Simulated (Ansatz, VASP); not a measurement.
## LiF: VASP beside Ansatz

```xyz
2
Lattice="0.0000 2.0140 2.0140 2.0140 0.0000 2.0140 2.0140 2.0140 0.0000" Properties=species:S:1:pos:R:3 pbc="T T T"
Li    0.0000    0.0000    0.0000
F     2.0140    2.1040    2.0140
```

Change from the starting cell: one atom moved.

Alike in both runs: task single point; functional PBEsol; k mesh 10 × 10 × 10; occupations gaussian, width 0.02 eV; no spin polarisation.

|  | VASP | Ansatz |
| --- | --- | --- |
| version | VASP 6.6.1 | Ansatz 0.2.0 |
| potentials or method | VASP PAW PBE potentials, release 64 (Li_sv, F), cutoff 520 eV | scalar-relativistic, plane waves, PAW |
| valence electrons in the cell | 10 | 10 |

Ansatz gave:

```
gap on the k mesh at the Fermi level (eV) : 8.90
least direct gap on the mesh (eV)         : 8.90
rms of the force components (eV/Å)        : 0.087
```

Problem. Estimate VASP's values.

Solution. gap on the k mesh at the Fermi level (eV): 8.90; least direct gap on the mesh (eV): 8.90; rms of the force components (eV/Å): 0.094.

VASP's potentials were made for PBE, not for PBEsol. Atom by atom the forces differ by 0.007 eV/Å (rms over components).

Noted on VASP's run: the cutoff is short for stress, so the pressure is rough.
